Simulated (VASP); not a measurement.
# AlPt (P2_13) in VASP: notebook, part 2 of 2

VASP 6.6.1.

## 4. Single point, PBEsol (atoms displaced along a vibrational mode)

The input, INCAR:

```
  PREC = Accurate
  ENCUT = 520
  EDIFF = 1E-7
  ISMEAR = 0
  SIGMA = 0.15
  LREAL = False
  LASPH = True
  NELM = 60
  ALGO = Fast
  ISIF = 2
  LWAVE = False
  LCHARG = False
  GGA = PS
  NBANDS = 36
```

The input, KPOINTS:

```
Automatic mesh
0
Gamma
  8 8 8
```

The input, POSCAR:

```
AlPt
1.0
    4.8685043982      0.0000000000      0.0000000000
    0.0000000000      4.8685043982      0.0000000000
    0.0000000000      0.0000000000      4.8685043982
Al Pt
4 4
Direct
    0.8438828753      0.8438828753      0.8438828753
    0.6561171247      0.1561171247      0.3438828753
    0.3438828753      0.6561171247      0.1561171247
    0.1561171247      0.3438828753      0.6561171247
    0.1599122538      0.1599122538      0.1599122538
    0.3400877462      0.8400877462      0.6599122538
    0.6599122538      0.3400877462      0.8400877462
    0.8400877462      0.6599122538      0.3400877462
```

Potentials or basis: VASP PAW PBE potentials, release 64 (Al, Pt).

Run with:

```
> cat potpaw_PBE.64/Al/POTCAR potpaw_PBE.64/Pt/POTCAR > POTCAR
> mpirun -np 1 vasp_std > vasp.out
```

OUTCAR:

```text
PREC = Accurate
   ENCUT = 520
   EDIFF = 1E-7
   ISMEAR = 0
   LREAL = False
   LASPH = True
   NELM = 60
   ISIF = 2
   GGA = PS

 ion  position               nearest neighbor table
   1  0.844  0.844  0.844-   6 2.58   7 2.58   8 2.58   8 2.61   7 2.61   6 2.61   5 2.66   2 3.01
                             3 3.01   4 3.01   4 3.01   3 3.01   2 3.01
   2  0.656  0.156  0.344-   5 2.58   7 2.58   8 2.58   8 2.61   5 2.61   7 2.61   6 2.66   4 3.01
                             1 3.01   1 3.01   3 3.01   3 3.01   4 3.01
   3  0.344  0.656  0.156-   5 2.58   6 2.58   8 2.58   6 2.61   5 2.61   8 2.61   7 2.66   4 3.01
                             1 3.01   4 3.01   2 3.01   1 3.01   2 3.01
   4  0.156  0.344  0.656-   5 2.58   6 2.58   7 2.58   5 2.61   7 2.61   6 2.61   8 2.66   3 3.01
                             1 3.01   3 3.01   1 3.01   2 3.01   2 3.01
   5  0.160  0.160  0.160-   2 2.58   3 2.58   4 2.58   4 2.61   3 2.61   2 2.61   1 2.66   6 3.02
                             6 3.02   7 3.02   8 3.02   8 3.02   7 3.02
   6  0.340  0.840  0.660-   1 2.58   3 2.58   4 2.58   4 2.61   1 2.61   3 2.61   2 2.66   7 3.02
                             8 3.02   5 3.02   5 3.02   7 3.02   8 3.02
   7  0.660  0.340  0.840-   1 2.58   2 2.58   4 2.58   2 2.61   1 2.61   4 2.61   3 2.66   6 3.02
                             8 3.02   8 3.02   6 3.02   5 3.02   5 3.02
   8  0.840  0.660  0.340-   1 2.58   2 2.58   3 2.58   1 2.61   3 2.61   2 2.61   4 2.66   6 3.02
                             7 3.02   7 3.02   5 3.02   5 3.02   6 3.02

  LATTYP: Found a simple cubic cell.
 ALAT       =     4.8685043982

  Lattice vectors:

 A1 = (   4.8685043982,   0.0000000000,   0.0000000000)
 A2 = (   0.0000000000,   4.8685043982,   0.0000000000)
 A3 = (   0.0000000000,   0.0000000000,   4.8685043982)

Analysis of symmetry for initial positions (statically):
=====================================================================
 Subroutine PRICEL returns:
 Original cell was already a primitive cell.

 Routine SETGRP: Setting up the symmetry group for a
 simple cubic supercell.

 Subroutine GETGRP returns: Found 12 space group operations
 (whereof  3 operations were pure point group operations)
 out of a pool of 48 trial point group operations.

The static configuration has the point symmetry C_3 .
 The point group associated with its full space group is T   .

Analysis of symmetry for dynamics (positions and initial velocities):
=====================================================================
 Subroutine PRICEL returns:
 Original cell was already a primitive cell.

 Routine SETGRP: Setting up the symmetry group for a
 simple cubic supercell.

 Subroutine GETGRP returns: Found 12 space group operations
 (whereof  3 operations were pure point group operations)
 out of a pool of 48 trial point group operations.

The dynamic configuration has the point symmetry C_3 .
 The point group associated with its full space group is T   .

 Subroutine INISYM returns: Found 12 space group operations
 (whereof  3 operations are pure point group operations),
 and found     1 'primitive' translations

----------------------------------------------------------------------------------------

                                     Primitive cell
[... 65 lines left out ...]
  0.125000  0.125000  0.000000     12.000000
[... 16 lines left out ...]
  0.250000  0.125000  0.125000     24.000000
  0.375000  0.125000  0.125000     24.000000
 [... further k-points ...]
   k-points           NKPTS =     45   k-points in BZ     NKDIM =     45   number of bands    NBANDS=     36
   number of dos      NEDOS =    301   number of ions     NIONS =      8
   total plane-waves  NPLWV =  46656
   dimension x,y,z NGX =    36 NGY =   36 NGZ =   36
   dimension x,y,z NGXF=    72 NGYF=   72 NGZF=   72
   ions per type =               4   4
   NGX,Y,Z   is equivalent  to a cutoff of  12.29, 12.29, 12.29 a.u.
   NGXF,Y,Z  is equivalent  to a cutoff of  24.59, 24.59, 24.59 a.u.
 SYSTEM =  unknown system
   PREC   = accura    normal or accurate (medium, high low for compatibility)
   ISTART =      0    job   : 0-new  1-cont  2-samecut
   ICHARG =      2    charge: 1-file 2-atom 10-const
   ISPIN  =      1    spin polarized calculation?
   LNONCOLLINEAR =      F non collinear calculations
   LSORBIT =      F    spin-orbit coupling
   LASPH  =      T    aspherical Exc in radial PAW
   ENCUT  =  520.0 eV  38.22 Ry    6.18 a.u.   9.05  9.05  9.05*2*pi/ulx,y,z
   NELM   =     60;   NELMIN=  2; NELMDL= -5     # of ELM steps
   EDIFF  = 0.1E-06   stopping-criterion for ELM
   LREAL  =      F    real-space projection
   EDIFFG = 0.1E-05   stopping-criterion for IOM
   NSW    =      0    number of steps for IOM
   IBRION =     -1    ionic relax: 0-MD 1-quasi-New 2-CG
   NFREE  =      0    steps in history (QN), initial steepest desc. (CG)
   ISIF   =      2    stress and relaxation
   ISYM   =      2    0-nonsym 1-usesym 2-fastsym
   POTIM  = 0.5000    time-step for ionic-motion
   TEBEG  =    0.0;   TEEND  =   0.0 temperature during run
   PSTRESS=    0.0 pullay stress
   NELECT =      52.0000    total number of electrons
   NUPDOWN=      -1.0000    fix difference up-down
   EMIN   =  10.00;   EMAX   =-10.00  energy-range for DOS
   EFERMI =   0.00;   METHOD = LEGACY
   ISMEAR =     0;   SIGMA  =   0.15  broadening in eV -4-tet -1-fermi 0-gaus
   EFERMI_NEDOS =   21; number of points for ismear=-14 and -15
   IALGO  =     68    algorithm
   IMIX   =      4    mixing-type and parameters
     AMIX     =   0.40;   BMIX     =  1.00
     AMIX_MAG =   1.60;   BMIX_MAG =  1.00
  volume/ion in A,a.u.               =      14.42        97.34
  Fermi-wavevector in a.u.,A,eV,Ry     =   1.255106  2.371806 21.433134  1.575291
  Thomas-Fermi vector in A             =   2.388879
   LORBIT       =      0    0 simple, 1 ext, 2 COOP (PROOUT), +10 PAW based schemes
   GGA     = PS    functional components
   LHFCALC =     F    Hartree Fock is set to
   AEXX    =    0.0000 exact exchange contribution
   IVDW    =     0    specifies the selected vdW correction
   LEPSILON=     F    determine dielectric tensor
   LRPA    =     F    only Hartree local field effects (RPA)
 non-spin polarized calculation
 RMM-DIIS sequential band-by-band and
 Gauss-broadening in eV      SIGMA  =   0.15
  energy-cutoff  :      520.00
  volume of cell :      115.39
 maximum number of plane-waves:      3136
   NGX = 19   NGY = 19   NGZ = 19

 number of electron      52.0000021 magnetization

 Free energy of the ion-electron system (eV)
  ---------------------------------------------------
  ext. energy  EPLUGINS =         0.00000000
  ---------------------------------------------------
  free energy    TOTEN  =       -52.62225347 eV

  energy without entropy =      -52.60450170  energy(sigma->0) =      -52.61337759

 E-fermi :  10.4531     XC(G=0): -12.3022

 val. band max:       10.4331366637   @ k =   0.3750   0.3750   0.0000
 cond. band min:      10.6087163436   @ k =  -0.3750   0.5000   0.0000
 fundamental gap:      0.1755796799
 Fermi energy:        10.4531401543

 k-point     1 :       0.0000    0.0000    0.0000
  band No.  band energies     occupation
      1      -0.7934      2.00000
      2       3.4825      2.00000
      3       3.4825      2.00000
      4       3.4825      2.00000
      5       5.0308      2.00000
      6       5.0308      2.00000
[... 925 lines left out ...]
     35      16.0750      0.00000
     36      17.3512      0.00000

 [... further k-points ...]

------------------------ aborting loop because EDIFF is reached ----------------------------------------

  FORCE on cell =-STRESS in cart. coord.  units (eV):
  Direction    XX          YY          ZZ          XY          YZ          ZX
  --------------------------------------------------------------------------------------
  -------------------------------------------------------------------------------------
  Total        0.1231199      0.1231199      0.1231199     -0.0000000     -0.0000000      0.0000000
  in kB        1.7094325      1.7094325      1.7094325     -0.0000000     -0.0000000      0.0000000
  external PRESSURE =       1.7094325 kB  Pullay stress =       0.0000000 kB

 VOLUME and BASIS-vectors are now :
 -----------------------------------------------------------------------------
  energy-cutoff  :      520.00
  volume of cell :      115.39
      direct lattice vectors                 reciprocal lattice vectors
     4.868504398  0.000000000  0.000000000     0.205401889  0.000000000  0.000000000
     0.000000000  4.868504398  0.000000000     0.000000000  0.205401889  0.000000000
     0.000000000  0.000000000  4.868504398     0.000000000  0.000000000  0.205401889

 POSITION                                       TOTAL-FORCE (eV/Angst)
 -----------------------------------------------------------------------------------
      4.10845      4.10845      4.10845        -0.010346     -0.010346     -0.010346
      3.19431      0.76006      1.67420         0.010346      0.010346     -0.010346
      1.67420      3.19431      0.76006        -0.010346      0.010346      0.010346
      0.76006      1.67420      3.19431         0.010346     -0.010346      0.010346
      0.77853      0.77853      0.77853        -0.208590     -0.208590     -0.208590
      1.65572      4.08997      3.21279         0.208590      0.208590     -0.208590
      3.21279      1.65572      4.08997        -0.208590      0.208590      0.208590
      4.08997      3.21279      1.65572         0.208590     -0.208590      0.208590
 -----------------------------------------------------------------------------------
    total drift:                               -0.000000     -0.000000     -0.000000

  FREE ENERGIE OF THE ION-ELECTRON SYSTEM (eV)
  ---------------------------------------------------
  free  energy   TOTEN  =       -52.6222534731 eV

  energy  without entropy=      -52.6045016981  energy(sigma->0) =      -52.61337759
```

Run time: 75 s. Hardware: 1 thread of Intel Xeon 6975P-C (Granite Rapids), shared host; peak memory 0.29 GiB.

Results:

```
Free energy            : -52.6223 eV
Pressure               : 0.2 GPa
Largest force          : 0.361 eV/Å
Band gap on the k mesh : zero (bands 26 and 27 overlap by 1.23 eV)
```

Forces on the atoms (eV/Å):
```
Al  -0.010 -0.010 -0.010
Al   0.010  0.010 -0.010
Al  -0.010  0.010  0.010
Al   0.010 -0.010  0.010
Pt  -0.209 -0.209 -0.209
Pt   0.209  0.209 -0.209
Pt  -0.209  0.209  0.209
Pt   0.209 -0.209  0.209
```

Levels at points of the mesh, in eV from the Fermi level:
| k point | band 22 | band 23 | band 24 | band 25 | band 26 | band 27 | band 28 | band 29 | band 30 | band 31 |
| --- | --- | --- | --- | --- | --- | --- | --- | --- | --- | --- |
| (0.00, 0.00, 0.00) | -1.78 | -1.78 | -1.78 | -0.28 | -0.28 | -0.28 | 4.13 | 4.13 | 4.13 | 4.28 |
| (0.50, 0.00, 0.00) | -2.29 | -1.56 | -1.56 | -0.64 | -0.64 | 1.22 | 1.22 | 2.77 | 2.77 | 4.51 |
| (0.50, 0.50, 0.00) | -2.39 | -2.18 | -2.18 | 0.38 | 0.38 | 1.30 | 1.30 | 2.82 | 2.82 | 3.30 |
| (0.50, 0.50, 0.50) | -2.53 | -2.53 | -2.53 | -0.84 | -0.84 | -0.84 | -0.84 | 6.64 | 6.64 | 6.64 |

Caveat: the cell differs from its parent crystal (atoms displaced along a vibrational mode); the PAW data sets were made with another functional, which shifts forces and pressure a little; spin-orbit coupling is left out, which moves the levels of the heavy elements.

## 5. Overview

| cell | further INCAR settings | gap on the mesh (eV) | pressure (GPa) | largest force (eV/Å) |
| --- | --- | --- | --- | --- |
| as given, atomic positions A | ALGO = Fast; EDIFF = 1e-06; NBANDS = 36 | none | 2.2 | 1.26 |
| as given, atomic positions B | ALGO = Fast; EDIFF = 1e-07; NBANDS = 36 | none | 1.0 | 0.63 |
| as given, atomic positions C | ALGO = Fast; EDIFF = 1e-07; NBANDS = 36 | none | 0.2 | 0.36 |

Alike in all rows: task single point; level PBEsol; potentials or basis VASP PAW PBE potentials, release 64 (Al, Pt); no spin polarisation; k mesh 8 × 8 × 8; cutoff (eV) 520; smearing gaussian 0.15 eV.

Caveats: the PAW data sets were made with another functional, which shifts forces and pressure a little; spin-orbit coupling is left out, which moves the levels of the heavy elements.

Total energies depend on the potentials used, so only differences within one code and one set of settings carry meaning.
